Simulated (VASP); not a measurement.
BaTiO3, 5 atoms in the cell. Symmetry: Amm2, No. 38, orthorhombic system. Conventional cell: a = 3.950 Å, b = 5.657 Å, c = 5.678 Å, α = 90.00°, β = 90.00°, γ = 90.00°. Within 3.6 Å of Ba (site symmetry mm2) lie 12 O at 2.75 to 2.93 Å and 8 Ti at 3.40 to 3.52 Å. Ti (site symmetry mm2) has 6 O at 1.87 to 2.15 Å within 2.5 Å. O (site symmetry mm2) has 2 Ti at 1.98 Å within 2.6 Å. Within 2.5 Å of O (site symmetry m) lie 2 Ti at 1.87 to 2.15 Å. 

```yaml
Program: VASP 6.6.1
Task: vibrations by perturbation theory
Functional: PBEsol
Potentials_or_basis: VASP PAW PBE potentials, release 64 (Ba_sv, Ti_sv, O)
Cutoff: 520 eV
k_mesh: 6 × 6 × 6
Occupations: gaussian, width 0.01 eV
Spin: no spin polarisation
Dipole_correction: no
Further_INCAR_settings: ALGO = Normal; EDIFF = 1e-08; IBRION = 8; NSW = 1
```

Potentials or basis: VASP PAW PBE potentials, release 64 (Ba_sv, Ti_sv, O).

Run with:

```bash
$ cat potpaw_PBE.64/Ba_sv/POTCAR potpaw_PBE.64/Ti_sv/POTCAR potpaw_PBE.64/O/POTCAR > POTCAR
$ mpirun -np 1 vasp_std > vasp.out
```

Hardware: 1 thread of Intel(R) Xeon(R) 6975P-C (Granite Rapids), on a shared host.

Q: How long does it take, and how much memory?

A: It took 42 min on 1 thread of Intel(R) Xeon(R) 6975P-C (Granite Rapids), with other jobs on the host, peak memory 0.59 GiB. Counts: scf iterations 616, k points 52.
